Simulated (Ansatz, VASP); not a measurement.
# Cs in VASP and in Ansatz

```
Cs
1.0
     7.14136    0.00000    0.00000
     0.00000    7.14136    0.00000
     0.00000    0.00000    7.14136
Cs
4
Cartesian
  6.2456 0.8958 4.4664
  2.6749 2.6749 2.6749
  0.8958 4.4664 6.2456
  4.4664 6.2456 0.8958
```

Alike in both runs: task single point; functional PBE; k mesh 6 × 6 × 6; occupations gaussian, width 0.1 eV; no spin polarisation.

```csv
,VASP,Ansatz
version,VASP 6.6.1,Ansatz 0.2.0
potentials or method,"VASP PAW PBE potentials, release 64 (Cs_sv), cutoff 520 eV","scalar-relativistic, plane waves, PAW"
valence electrons in the cell,36,36
```

```tsv
	VASP	Ansatz	Ansatz less VASP
gap on the k mesh at the Fermi level (eV)	none	none	-
pressure (GPa)	1.1	1.1	+0.01
```

A gap of «none» marks a metal or a gap that the smearing closes.

Spin-orbit coupling is off throughout.
